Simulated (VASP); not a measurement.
La2O3:

```
CELL_PARAMETERS angstrom
6.45410 0.00000 0.00000
-3.22705 5.58942 0.00000
0.00000 0.00000 3.33319
ATOMIC_POSITIONS crystal
La 0.66667 0.33333 0.49810
La 0.33333 0.66667 0.50190
O 0.50461 0.00000 0.00000
O 0.00000 0.50461 0.00000
O 0.49539 0.49539 0.00000
```

Base run:

```yaml
Program: VASP 6.6.1
Functional: PBEsol
Potentials_or_basis: VASP PAW PBE potentials, release 64 (La, O)
Cutoff: 520 eV
k_mesh: 5 × 5 × 8
Occupations: fermi-dirac, width 0.05 eV
Spin: no spin polarisation
```

Its results: band gap on the k mesh 1.74 eV (least direct gap 2.07 eV); pressure -6.3 GPa; largest force 0.054 eV/Å.

Q: The run is repeated on the same cell with these changes: functional from PBEsol to LDA; potentials or basis from VASP PAW PBE potentials, release 64 (La, O) to VASP PAW LDA potentials, release 64 (La, O). What comes out?

A: Band gap on the k mesh 1.67 eV (least direct gap 2.01 eV); pressure -8.2 GPa; largest force 0.060 eV/Å.

Caveats: the cell stands under tension; spin-orbit coupling is left out, which moves the levels of the heavy elements; the PAW data sets were made with another functional, which shifts forces and pressure a little (at least some runs).

A k mesh can miss the band edges.
